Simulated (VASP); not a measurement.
Input of a VASP 6.6.1 run:

Contents of INCAR:

```
SYSTEM = Rh
PREC = Accurate
ENCUT = 520
EDIFF = 1E-7
ISMEAR = 0
SIGMA = 0.15
LREAL = .FALSE.
LASPH = .TRUE.
NELM = 60
ALGO = Fast
ISIF = 2
LWAVE = .FALSE.
LCHARG = .TRUE.
GGA = PS
LELF = .TRUE.
LVHAR = .TRUE.
NBANDS = 22
```

Contents of KPOINTS:

```
Automatic mesh
0
G
  21 21 12
  0 0 0
```

The input POSCAR:

```
Rh
1.0
    2.5828896275      0.0000000000      0.0000000000
   -1.2914448138      2.2368480326      0.0000000000
    0.0000000000      0.0000000000      4.6918190084
Rh
2
Direct
    0.6666666667      0.3333333333      0.7500000000
    0.3333333333      0.6666666667      0.2500000000
```

Potentials or basis: VASP PAW PBE potentials, release 64 (Rh_pv).

The run is started by

```sh
$ cat potpaw_PBE.64/Rh_pv/POTCAR > POTCAR
$ mpirun -np 1 vasp_std > vasp.out
```

(1) Predict the pressure.

(2) What does it give for the band gap on the k mesh?

Answers

(1) 4.2 GPa.

(2) zero (bands 15 and 16 overlap by 2.78 eV).

Caveat: the stress differs along the axes, from -20 to 17 GPa; the PAW data sets were made with another functional, which shifts forces and pressure a little.
